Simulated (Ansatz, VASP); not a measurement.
One calculation of K3S2, two programs

```
K S
1.0
     3.97937    2.29749    7.13198
    -3.97937    2.29749    7.13198
     0.00000   -4.59498    7.13198
K S
6 4
Cartesian
  -1.6370 -2.2975 8.9150
  2.8082 -0.2689 8.9150
  -1.1712 2.5664 8.9150
  1.6370 2.2975 12.4810
  -2.8082 0.2689 12.4810
  1.1712 -2.5664 12.4810
  0.0000 0.0000 18.2359
  0.0000 0.0000 13.8580
  0.0000 0.0000 3.1600
  0.0000 0.0000 7.5379
```

Alike in both runs: functional PBE; k mesh 3 × 3 × 3; occupations gaussian, width 0.1 eV; no spin polarisation.

Ansatz relaxed the structure, and its values are those at the end. VASP's run is a single point on that final structure, the one shown.

|  | VASP | Ansatz |
| --- | --- | --- |
| version | VASP 6.6.1 | Ansatz 0.2.0 |
| potentials or method | VASP PAW PBE potentials, release 64 (K_sv, S), cutoff 520 eV | scalar-relativistic, plane waves, PAW |
| valence electrons in the cell | 78 | 78 |

Ansatz gave:

```
gap on the k mesh at the Fermi level (eV) : none
pressure (GPa)                            : 0.1
rms of the force components (eV/Å)        : 0.007
```

Question: What did VASP give for the same quantities?

Answer: gap on the k mesh at the Fermi level (eV): none; pressure (GPa): 0.1; rms of the force components (eV/Å): 0.006.

A gap of «none» marks a metal or a gap that the smearing closes. The functional is the same, so the differences come from potentials, cutoffs and numerics.
